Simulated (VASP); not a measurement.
# BeTe (F-43m) in VASP: single point with PBE0

Aim: the single point of BeTe with PBE0.

Program: VASP 6.6.1. These are calculated values, not measurements. Logs are shortened: lines on timing, memory, paths and dates and some standing lists are left out, and cuts for length are marked.

### 1 The cell of the first run

Symmetry: F-43m, No. 216, cubic system. Conventional cell: a = 5.657 Å, b = 5.657 Å, c = 5.657 Å, α = 90.00°, β = 90.00°, γ = 90.00°. Within 3.2 Å of Be (site symmetry -43m) lie 4 Te at 2.45 Å. Te (site symmetry -43m) has 4 Be at 2.45 Å within 3.2 Å.

### 2 Single point, PBE0

Contents of POSCAR:

```
BeTe
1.0
    0.0000000000      2.8286236282      2.8286236282
    2.8286236282      0.0000000000      2.8286236282
    2.8286236282      2.8286236282      0.0000000000
Be Te
1 1
Direct
    0.0000000000      0.0000000000      0.0000000000
    0.2500000000      0.2500000000      0.2500000000
```

Contents of INCAR.step1:

```
ALGO     = Normal         # electronic algorithm
EDIFF    = 1E-5           # SCF threshold, eV
ENCUT    = 520            # plane-wave cutoff, eV
GGA      = PE             # functional
ISIF     = 2              # what is computed and relaxed
ISMEAR   = 0              # smearing method
LASPH    = True           # aspherical terms in the spheres
LCHARG   = False          # write CHGCAR
LREAL    = False          # projectors in reciprocal space
LWAVE    = True           # write WAVECAR
NBANDS   = 11             # bands
NELM     = 60             # most SCF steps
PREC     = Accurate       # precision mode
SIGMA    = 0.01           # smearing width, eV
```

Contents of INCAR.step2:

```
AEXX     = 0.25           # exact-exchange fraction
ALGO     = Normal         # electronic algorithm
EDIFF    = 1E-6           # SCF threshold, eV
ENCUT    = 520            # plane-wave cutoff, eV
GGA      = PE             # functional
ISIF     = 2              # what is computed and relaxed
ISMEAR   = 0              # smearing method
ISTART   = 1            
LASPH    = True           # aspherical terms in the spheres
LCHARG   = False          # write CHGCAR
LHFCALC  = True           # exact exchange
LREAL    = False          # projectors in reciprocal space
LWAVE    = False          # write WAVECAR
NBANDS   = 11             # bands
NELM     = 60             # most SCF steps
PREC     = Accurate       # precision mode
PRECFOCK = Normal       
SIGMA    = 0.01           # smearing width, eV
```

Contents of KPOINTS:

```
k-points
0
Gamma
  6 6 6
```

Potentials or basis: VASP PAW PBE potentials, release 64 (Be, Te).

Run with:

```bash
> cat potpaw_PBE.64/Be/POTCAR potpaw_PBE.64/Te/POTCAR > POTCAR
> cp INCAR.step1 INCAR
> mpirun -np 1 vasp_std > vasp.out
> cp INCAR.step2 INCAR
> mpirun -np 1 vasp_std > vasp.out
```

OUTCAR:

```text
AEXX = 0.25
   EDIFF = 1E-6
   ENCUT = 520
   GGA = PE
   ISIF = 2
   ISMEAR = 0
   ISTART = 1
   LASPH = True
   LHFCALC = True
   LREAL = False
   NELM = 60
   PREC = Accurate
   PRECFOCK = Normal

 ion  position               nearest neighbor table
   1  0.000  0.000  0.000-   2 2.45   2 2.45   2 2.45   2 2.45
   2  0.250  0.250  0.250-   1 2.45   1 2.45   1 2.45   1 2.45

  LATTYP: Found a face centered cubic cell.
 ALAT       =     5.6572472564

  Lattice vectors:

 A1 = (   0.0000000000,   2.8286236282,   2.8286236282)
 A2 = (   2.8286236282,   0.0000000000,   2.8286236282)
 A3 = (   2.8286236282,   2.8286236282,   0.0000000000)

Analysis of symmetry for initial positions (statically):
=====================================================================
 Subroutine PRICEL returns:
 Original cell was already a primitive cell.

 Routine SETGRP: Setting up the symmetry group for a
 face centered cubic supercell.

 Subroutine GETGRP returns: Found 24 space group operations
 (whereof 24 operations were pure point group operations)
 out of a pool of 48 trial point group operations.

The static configuration has the point symmetry T_d .

Analysis of symmetry for dynamics (positions and initial velocities):
=====================================================================
 Subroutine PRICEL returns:
 Original cell was already a primitive cell.

 Routine SETGRP: Setting up the symmetry group for a
 face centered cubic supercell.

 Subroutine GETGRP returns: Found 24 space group operations
 (whereof 24 operations were pure point group operations)
 out of a pool of 48 trial point group operations.

The dynamic configuration has the point symmetry T_d .

 Subroutine INISYM returns: Found 24 space group operations
 (whereof 24 operations are pure point group operations),
 and found     1 'primitive' translations

----------------------------------------------------------------------------------------

                                     Primitive cell

  volume of cell :      45.2643

  direct lattice vectors                    reciprocal lattice vectors
     0.000000000  2.828623628  2.828623628    -0.176764415  0.176764415  0.176764415
     2.828623628  0.000000000  2.828623628     0.176764415 -0.176764415  0.176764415
     2.828623628  2.828623628  0.000000000     0.176764415  0.176764415 -0.176764415

  length of vectors
     4.000277898  4.000277898  4.000277898     0.306164947  0.306164947  0.306164947

[... 87 lines left out ...]
   EFERMI_NEDOS =   21; number of points for ismear=-14 and -15
   IALGO  =     38    algorithm
   IMIX   =      1    mixing-type and parameters
     AMIX     =   0.40;   BMIX     =  1.00
     AMIX_MAG =   1.60;   BMIX_MAG =  1.00
  volume/ion in A,a.u.               =      22.63       152.73
  Fermi-wavevector in a.u.,A,eV,Ry     =   0.918727  1.736142 11.484116  0.844059
  Thomas-Fermi vector in A             =   2.043841
   LORBIT       =      0    0 simple, 1 ext, 2 COOP (PROOUT), +10 PAW based schemes
   GGA     = PE    functional components
   LHFCALC =     T    Hartree Fock is set to
   PRECFOCK=normal    Normal, Fast or Accurate (Low or Medium for compatibility)
   ENCUT4O =  -1.0   cutoff for four orbital integrals eV
   NKREDX  =     1    reduce k-point grid by
   NKREDY  =     1    reduce k-point grid by
   NKREDZ  =     1    reduce k-point grid by
   AEXX    =    0.2500 exact exchange contribution
   HFSCREEN=    0.0000 screening length (either q_TF or 0.3 A-1)
   HFSCREENC=   0.0000 screening length for correlation (either q_TF or 0.3 A-1)
   ENCUTFOCK=  -1.0 apply spherical cutoff to Coloumb kernel
   IVDW    =     0    specifies the selected vdW correction
   LEPSILON=     F    determine dielectric tensor
   LRPA    =     F    only Hartree local field effects (RPA)
 non-spin polarized calculation
 Gauss-broadening in eV      SIGMA  =   0.01
  energy-cutoff  :      520.00
  volume of cell :       45.26
 maximum number of plane-waves:      1243
 NGX is ok and might be reduce to    30
  NGX = 24; NGY = 24; NGZ = 24

 number of electron       8.0000000 magnetization

 Free energy of the ion-electron system (eV)
  ---------------------------------------------------
  ext. energy  EPLUGINS =         0.00000000
  ---------------------------------------------------
  free energy    TOTEN  =        -9.33891143 eV

  energy without entropy =       -9.33891143  energy(sigma->0) =       -9.33891143

 E-fermi :   4.1986     XC(G=0):  -7.1399

 val. band max:        4.1273720583   @ k =   0.0000   0.0000   0.0000
 cond. band min:       7.4690875639   @ k =   0.5000   0.5000   0.0000
 fundamental gap:      3.3417155056
 Fermi energy:         4.1986155134

 k-point     1 :       0.0000    0.0000    0.0000
  band No.  band energies     occupation
      1      -9.3120      2.00000
      2       4.1274      2.00000
      3       4.1274      2.00000
      4       4.1274      2.00000
      5       9.2948      0.00000
      6       9.3021      0.00000
      7       9.3021      0.00000
      8       9.3021      0.00000
      9      14.1707      0.00000
     10      16.1125      0.00000
     11      16.1125      0.00000
[... 197 lines left out ...]
 k-point    16 :      -0.3333    0.5000    0.1667
  band No.  band energies     occupation
      1      -7.2502      2.00000
      2      -1.1725      2.00000
      3       0.4560      2.00000
      4       0.8070      2.00000
      5       9.3084      0.00000
      6       9.9364      0.00000
      7      13.2142      0.00000
      8      13.5481      0.00000
      9      17.0158      0.00000
     10      17.8383      0.00000
     11      18.9087      0.00000

------------------------ aborting loop because EDIFF is reached ----------------------------------------

  FORCE on cell =-STRESS in cart. coord.  units (eV):
  Direction    XX          YY          ZZ          XY          YZ          ZX
  --------------------------------------------------------------------------------------
  -------------------------------------------------------------------------------------
  Total       -0.2839831     -0.2839831     -0.2839831      0.0000000     -0.0000000      0.0000000
  in kB      -10.0518860    -10.0518860    -10.0518860      0.0000000     -0.0000000      0.0000000
  external PRESSURE =     -10.0518860 kB  Pullay stress =       0.0000000 kB

 VOLUME and BASIS-vectors are now :
 -----------------------------------------------------------------------------
  energy-cutoff  :      520.00
  volume of cell :       45.26
      direct lattice vectors                 reciprocal lattice vectors
     0.000000000  2.828623628  2.828623628    -0.176764415  0.176764415  0.176764415
     2.828623628  0.000000000  2.828623628     0.176764415 -0.176764415  0.176764415
     2.828623628  2.828623628  0.000000000     0.176764415  0.176764415 -0.176764415

 POSITION                                       TOTAL-FORCE (eV/Angst)
 -----------------------------------------------------------------------------------
      0.00000      0.00000      0.00000         0.000000      0.000000      0.000000
      1.41431      1.41431      1.41431        -0.000000     -0.000000     -0.000000
 -----------------------------------------------------------------------------------
    total drift:                                0.000000      0.000001      0.000001

  FREE ENERGIE OF THE ION-ELECTRON SYSTEM (eV)
  ---------------------------------------------------
  free  energy   TOTEN  =        -9.3389114290 eV

  energy  without entropy=       -9.3389114290  energy(sigma->0) =       -9.33891143
```

It took 4.1 min on 1 thread of Intel Xeon 6975P-C (Granite Rapids), shared host; peak memory 0.2 GiB.

Results:

* Free energy: -9.3389 eV
* Pressure: -1.0 GPa
* Band gap on the k mesh: 3.34 eV (least direct gap 5.17 eV)

Caveat: the PAW data sets were made with another functional, which shifts forces and pressure a little; spin-orbit coupling is left out, which moves the levels of the heavy elements. A k mesh can miss the band edges.
